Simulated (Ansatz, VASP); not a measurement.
## One calculation of Si5Sn, two programs

```
Si Sn
1.0
     5.38315    0.00000    0.00000
    -2.69158    4.66195    0.00000
     0.00000    0.00000    4.16424
Si Sn
5 1
Direct
  0.50000 0.50000 0.00000
  0.33333 0.66667 0.50000
  0.00000 0.50000 0.00000
  0.50000 0.00000 0.00000
  0.66667 0.33333 0.50000
  0.00000 0.00000 0.50000
```

Change from the starting cell: species swapped into the MgPd5 type (P-62m, No. 189).

Alike in both runs: functional PBE; k mesh 12 × 12 × 10; occupations gaussian, width 0.1 eV; no spin polarisation.

Ansatz relaxed the structure, and its values are those at the end. VASP's run is a single point on that final structure, the one shown.

```csv
,VASP,Ansatz
version,VASP 6.6.1,Ansatz 0.2.0
potentials or method,"VASP PAW PBE potentials, release 64 (Si, Sn_d), cutoff 520 eV","scalar-relativistic, plane waves, PAW"
valence electrons in the cell,34,34
```

|  | VASP | Ansatz | Ansatz less VASP |
| --- | --- | --- | --- |
| gap on the k mesh at the Fermi level (eV) | none | none | - |
| pressure (GPa) | -0.1 | 0.0 | +0.05 |

A gap of «none» marks a metal or a gap that the smearing closes. The functional is the same, so the differences come from potentials, cutoffs and numerics.
